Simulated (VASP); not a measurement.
GaN (vca), 2 atoms in the cell. The structure is cubic, space group F-43m (No. 216). The conventional cell has a = 4.500 Å, b = 4.500 Å, c = 4.500 Å, α = 90.00°, β = 90.00°, γ = 90.00°. Within 2.6 Å of Ga (site symmetry -43m) lie 4 N at 1.95 Å. Within 2.6 Å of N (site symmetry -43m) lie 4 Ga at 1.95 Å. 

```yaml
Program: VASP 6.6.1
Task: single point
Functional: PBEsol
Potentials_or_basis: VASP PAW PBE potentials, release 64 (Ga_d, N)
Cutoff: 600 eV
k_mesh: 10 × 10 × 10
Occupations: gaussian, width 0.02 eV
Spin: no spin polarisation
Dipole_correction: no
Further_INCAR_settings: ALGO = Normal; EDIFF = 1e-06; NBANDS = 16
```

Potentials or basis: VASP PAW PBE potentials, release 64 (Ga_d, N).

Launch:

```bash
$ cat potpaw_PBE.64/Ga_d/POTCAR potpaw_PBE.64/N/POTCAR > POTCAR
$ mpirun -np 1 vasp_std > vasp.out
```

Hardware: 1 thread of Intel(R) Xeon(R) Platinum 8259CL CPU @ 2.50GHz (Skylake/Cascade Lake) (shared host).

Estimate the wall time of this run.

It took 28 s on 1 thread of Intel(R) Xeon(R) Platinum 8259CL CPU @ 2.50GHz (Skylake/Cascade Lake), on a shared host, peak memory 0.16 GiB. Counts: scf iterations 13, k points 47.
